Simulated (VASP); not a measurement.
Co:

```
CELL_PARAMETERS angstrom
2.48736 0.00000 0.00000
-1.24368 2.15412 0.00000
0.00000 0.00000 4.06329
ATOMIC_POSITIONS crystal
Co 0.66667 0.33333 0.25986
Co 0.33333 0.66667 0.74014
```

Base run:

```yaml
Program: VASP 6.6.1
Functional: LDA
Potentials_or_basis: VASP PAW LDA potentials, release 64 (Co)
Cutoff: 520 eV
k_mesh: 14 × 14 × 8
Occupations: fermi-dirac, width 0.25 eV
Spin: collinear spin, ferromagnetic start
Starting_moments: "[3.2, 3.2] μB"
```

Its results: pressure -19.4 GPa; net moment 2.49 μB per cell; site moments Co +1.25 μB; largest force 0.482 eV/Å.

Problem. The run is repeated on the same cell with these changes: occupations from fermi-dirac, width 0.25 eV to fermi-dirac, width 0.05 eV. What comes out?

Solution. Pressure -19.0 GPa; net moment 3.05 μB per cell; site moments Co +1.53 μB; largest force 0.422 eV/Å.

Caveats: the cell stands under tension.
